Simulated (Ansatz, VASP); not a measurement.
# One calculation of PbO, two programs

The input INCAR:

```
  PREC = Accurate
  ENCUT = 520
  EDIFF = 1E-6
  ISMEAR = 0
  SIGMA = 0.01
  LREAL = F
  LASPH = T
  NELM = 100
  ALGO = Normal
  ISIF = 2
  LWAVE = F
  LCHARG = F
  GGA = PE
  NBANDS = 28
```

KPOINTS

```
Automatic mesh
0
Gamma
  4 4 4
```

Contents of POSCAR:

```
PbO
1.0
    4.0884000000      0.0213400000     -0.0363700000
    0.0213400000      4.0448500000     -0.0006000000
   -0.0456700000     -0.0007600000      4.8219500000
Pb O
2 2
Direct
    0.9951700000      0.5062700000      0.2394100000
    0.4996600000      0.9989200000      0.7588100000
    0.0039900000      0.0062800000      0.9975200000
    0.5013529332      0.5015695720      0.0002915607
```

Input for Ansatz:

```yaml
crystal:
  lattice:
    - [4.0884, 0.02134, -0.03637]
    - [0.02134, 4.04485, -0.0006]
    - [-0.04567, -0.00076, 4.82195]
  atoms:
    - { symbol: Pb, position: [0.99517, 0.50627, 0.23941] }
    - { symbol: Pb, position: [0.49966, 0.99892, 0.75881] }
    - { symbol: O, position: [0.00399, 0.00628, 0.99752] }
    - { symbol: O, position: [0.5013529331791778, 0.5015695720464515, 0.0002915607011591925] }
basis:
  ecutwfc: 540.0
  xc_grid: 2
kpoints:
  mp_grid:
    grid: [4, 4, 4]
hamiltonian:
  xc: pbe
scf:
  convergence:
    dr2_threshold: 1.0e-09
  occupations:
    method: fixed
output:
  forces: true
  stress: true
```

Alike in both runs: task single point; functional PBE; k mesh 4 × 4 × 4; no spin polarisation.

|  | VASP | Ansatz |
| --- | --- | --- |
| version | VASP 6.6.1 | Ansatz 0.2.0 |
| potentials or method | VASP PAW PBE potentials, release 64 (Pb_d, O), cutoff 520 eV | plane waves, PAW |
| occupations | gaussian, width 0.01 eV | fixed |
| valence electrons in the cell | 40 | 40 |

VASP gave:

```
pressure (GPa)                                                : 2.5
traceless stress, the component that is largest in VASP (GPa) : 0.86
rms of the force components (eV/Å)                            : 0.118
```

Task: Estimate Ansatz's values.

Result: Pressure (GPa): 2.5; traceless stress, the component that is largest in VASP (GPa): 0.84; rms of the force components (eV/Å): 0.105.

Atom by atom the forces differ by 0.017 eV/Å (rms over components). Ansatz's warnings: stress scf threshold loose.

Neither program's run includes spin-orbit coupling.
